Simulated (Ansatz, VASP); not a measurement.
# Zr3O: VASP beside Ansatz

The input INCAR:

```
SYSTEM = Zr3O
  PREC = Accurate
  ENCUT = 520
  EDIFF = 1E-6
  ISMEAR = 0
  SIGMA = 0.15
  LREAL = .FALSE.
  LASPH = .TRUE.
  NELM = 100
  ALGO = Normal
  ISIF = 2
  LWAVE = .FALSE.
  LCHARG = .FALSE.
  GGA = PS
  NBANDS = 52
```

KPOINTS

```
regular mesh
0
G
  12 12 8
  0 0 0
```

POSCAR

```
Zr3O
1.0
    5.3600563542      0.0000000000      0.0000000000
   -2.6800281771      4.6419449684      0.0000000000
    0.0000000000      0.0000000000      5.5684077044
Zr O
6 2
Direct
    0.3393912867      0.0000000000      0.0000000000
    0.3393912867      0.3393912867      0.5000000000
    0.0000000000      0.3393912867      0.0000000000
    0.6606087133      0.0000000000      0.5000000000
    0.6606087133      0.6606087133      0.0000000000
    0.0000000000      0.6606087133      0.5000000000
    0.3333333333      0.6666666667      0.2500000000
    0.6666666667      0.3333333333      0.7500000000
```

Input for Ansatz:

```yaml
crystal:
  lattice:
    - [5.3600563542, 0.0, 0.0]
    - [-2.6800281771, 4.6419449684, 0.0]
    - [0.0, 0.0, 5.5684077044]
  atoms:
    - { symbol: Zr, position: [0.3393912867, 0.0, 0.0] }
    - { symbol: Zr, position: [0.3393912867, 0.3393912867, 0.5] }
    - { symbol: Zr, position: [0.0, 0.3393912867, 0.0] }
    - { symbol: Zr, position: [0.6606087133, 0.0, 0.5] }
    - { symbol: Zr, position: [0.6606087133, 0.6606087133, 0.0] }
    - { symbol: Zr, position: [0.0, 0.6606087133, 0.5] }
    - { symbol: O, position: [0.3333333333, 0.6666666667, 0.25] }
    - { symbol: O, position: [0.6666666667, 0.3333333333, 0.75] }
basis:
  ecutwfc: 420
kpoints:
  mp_grid: { grid: [12, 12, 8] }
hamiltonian:
  xc: pbesol
scf:
  occupations: { method: gaussian, width: 0.15 }
output:
  forces: true
  stress: true
  eigenvalues: true
```

Change from the starting cell: strain -0.040 along x and y, +0.080 along z, atoms carried along.

Alike in both runs: task single point; functional PBEsol; k mesh 12 × 12 × 8; occupations gaussian, width 0.15 eV; no spin polarisation.

|  | VASP | Ansatz |
| --- | --- | --- |
| version | VASP 6.6.1 | Ansatz 0.2.0 |
| potentials or method | VASP PAW PBE potentials, release 64 (Zr_sv, O), cutoff 520 eV | scalar-relativistic, plane waves, PAW |
| valence electrons in the cell | 84 | 84 |

|  | VASP | Ansatz | Ansatz less VASP |
| --- | --- | --- | --- |
| gap on the k mesh at the Fermi level (eV) | none | none | - |
| pressure (GPa) | 1.2 | 1.0 | -0.20 |
| traceless stress, the component that is largest in VASP (GPa) | -8.48 | -8.49 | -0.014 |
| rms of the force components (eV/Å) | 0.028 | 0.021 | -0.0071 |

VASP's potentials were made for PBE, not for PBEsol. Atom by atom the forces differ by 0.007 eV/Å (rms over components). A gap of «none» marks a metal or a gap that the smearing closes.
